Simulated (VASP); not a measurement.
**Sr2ScI5: single point with PBE**

Crystal: Sr2ScI5.

```xyz
8
Lattice="5.0931 0.0000 0.0000 0.0000 5.0931 0.0000 0.0000 0.0000 11.1206" Properties=species:S:1:pos:R:3 pbc="T T T"
Sr    0.0000    0.0000    0.0000
Sr    2.5466    2.5466    5.5603
Sc    0.0000    0.0000    5.5603
I     0.0000    2.5466    2.9039
I     2.5466    0.0000    8.2166
I     2.5466    0.0000    2.9039
I     0.0000    2.5466    8.2166
I     2.5466    2.5466    0.0000
```

The cell was generated, and may not be a known phase.

- Program: VASP 6.6.1
- Task: single point
- Functional: PBE
- Potentials or basis: VASP PAW PBE potentials, release 64 (Sr_sv, Sc_sv, I)
- Cutoff: 520 eV
- k mesh: 4 × 4 × 2
- Occupations: gaussian, width 0.1 eV
- Spin: no spin polarisation
- Dipole correction: no
- Further INCAR settings: ALGO = Normal; EDIFF = 1e-07; NBANDS = 43

* Pressure: 0.6 GPa
* Largest force: 1.248 eV/Å
* Band gap on the k mesh: zero (bands 33 and 34 overlap by 0.48 eV)

Forces in eV/Å, atoms in the order of the input:
```
Sr   0.000  0.000  0.000
Sr   0.000  0.000  0.000
Sc   0.000  0.000  0.000
I    0.000  0.000  1.248
I    0.000  0.000 -1.248
I    0.000  0.000  1.248
I    0.000  0.000 -1.248
I    0.000  0.000  0.000
```

Stress tensor (GPa, compression positive):
```
 3.99  0.00  0.00
 0.00  3.99  0.00
 0.00  0.00 -6.29
```

Levels at points of the mesh, in eV from the Fermi level:
| k point | band 29 | band 30 | band 31 | band 32 | band 33 | band 34 | band 35 | band 36 | band 37 | band 38 |
| --- | --- | --- | --- | --- | --- | --- | --- | --- | --- | --- |
| (0.00, 0.00, 0.00) | -0.85 | -0.85 | -0.82 | -0.68 | -0.68 | -0.13 | 0.20 | 0.53 | 0.71 | 0.71 |
| (0.50, 0.00, 0.00) | -2.62 | -2.52 | -2.10 | -1.10 | 0.35 | 0.42 | 0.67 | 0.84 | 0.99 | 1.02 |
| (0.50, 0.50, 0.00) | -0.62 | -0.42 | -0.25 | -0.22 | -0.15 | -0.06 | 0.71 | 0.92 | 0.92 | 0.96 |
| (0.00, 0.00, 0.50) | -0.78 | -0.78 | -0.75 | -0.75 | -0.24 | -0.13 | 0.53 | 0.76 | 0.83 | 0.83 |
| (0.50, 0.00, 0.50) | -2.51 | -2.17 | -2.17 | -1.32 | 0.24 | 0.40 | 0.69 | 0.89 | 0.98 | 1.15 |
| (0.50, 0.50, 0.50) | -0.48 | -0.40 | -0.25 | -0.14 | -0.13 | -0.07 | 0.96 | 0.97 | 1.07 | 1.07 |

Wall time 120 s on 1 thread of Intel(R) Xeon(R) 6975P-C (Granite Rapids) (shared host), peak memory 0.42 GiB.

Caveat: the stress differs along the axes, from -6 to 4 GPa; spin-orbit coupling is left out, which moves the levels of the heavy elements; forces of over 1 eV/Å act on the atoms, so gaps and moduli don't describe the material at rest.
